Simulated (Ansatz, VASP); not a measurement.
# MgH2 in VASP and in Ansatz

Contents of POSCAR:

```
MgH2
1.0
    4.4848772627      0.0000000000      0.0000000000
    0.0000000000      4.4848772627      0.0000000000
    0.0000000000      0.0000000000      2.9964754819
Mg H
2 4
Direct
    0.0000000000      0.0000000000      0.0000000000
    0.5000000000      0.5000000000      0.5000000000
    0.3046815063      0.3046815063      0.0000000000
    0.1953184937      0.8046815063      0.5000000000
    0.8046815063      0.1953184937      0.5000000000
    0.6953184937      0.6953184937      0.0000000000
```

File INCAR.step1:

```
SYSTEM = MgH2
ALGO = Normal
EDIFF = 1E-5
ENCUT = 520
GGA = PE
ISIF = 2
ISMEAR = 0
LASPH = .TRUE.
LCHARG = .FALSE.
LREAL = .FALSE.
LWAVE = .TRUE.
NBANDS = 13
NELM = 80
PREC = Accurate
SIGMA = 0.01
```

Contents of INCAR.step2:

```
SYSTEM = MgH2
ALGO = Normal
EDIFF = 1E-7
ENCUT = 520
GGA = PE
HFSCREEN = 0.2079
ISIF = 2
ISMEAR = 0
ISTART = 1
LASPH = .TRUE.
LCHARG = .FALSE.
LHFCALC = .TRUE.
LREAL = .FALSE.
LWAVE = .FALSE.
NBANDS = 13
NELM = 80
PREC = Accurate
PRECFOCK = Fast
SIGMA = 0.01
```

The input KPOINTS:

```
k-points
0
G
  4 4 4
  0 0 0
```

Input for Ansatz:

```yaml
crystal:
  lattice:
    - [4.4848772627, 0.0, 0.0]
    - [0.0, 4.4848772627, 0.0]
    - [0.0, 0.0, 2.9964754819]
  atoms:
    - { symbol: Mg, position: [0.0, 0.0, 0.0] }
    - { symbol: Mg, position: [0.5, 0.5, 0.5] }
    - { symbol: H, position: [0.3046815063, 0.3046815063, 0.0] }
    - { symbol: H, position: [0.1953184937, 0.8046815063, 0.5] }
    - { symbol: H, position: [0.8046815063, 0.1953184937, 0.5] }
    - { symbol: H, position: [0.6953184937, 0.6953184937, 0.0] }
kpoints:
  mp_grid: { grid: [4, 4, 4] }
  band_path:
    path:
      - [0.0, 0.0, 0.0]
      - [0.0, 0.5, 0.0]
      - [0.5, 0.5, 0.0]
      - [0.0, 0.0, 0.5]
      - [0.0, 0.5, 0.5]
      - [0.5, 0.5, 0.5]
      - [0.15625, 0.15625, -0.085937]
      - [0.395833, 0.395833, -0.5]
      - [0.35, 0.35, 0.5]
    npoints: 1
hamiltonian:
  xc: hse06
scf:
  occupations: { method: fixed }
  n_extra_bands: 5
output:
  forces: true
  stress: true
  eigenvalues: true
```

Alike in both runs: task single point; functional HSE06; k mesh 4 × 4 × 4; no spin polarisation.

```csv
,VASP,Ansatz
version,VASP 6.6.1,Ansatz 0.2.0
potentials or method,"VASP PAW PBE potentials, release 64 (Mg, H)","plane waves, PAW"
plane-wave cutoff (eV),520,420
occupations,"gaussian, width 0.01 eV",fixed
valence electrons in the cell,8,24
```

|  | VASP | Ansatz | Ansatz less VASP |
| --- | --- | --- | --- |
| gap on the k mesh at the Fermi level (eV) | 5.04 | 5.08 | +0.038 |
| pressure (GPa) | -0.2 | 0.1 | +0.27 |
| traceless stress, the component that is largest in VASP (GPa) | -0.11 | -0.03 | +0.082 |

VASP's potentials hold 8 valence electrons a cell and Ansatz's 24, so a difference there can come from the potentials and not from the codes. Ansatz's warnings: stress exchange threshold loose, stress scf threshold loose.

The k mesh is coarse, so the values compare programs but aren't converged.
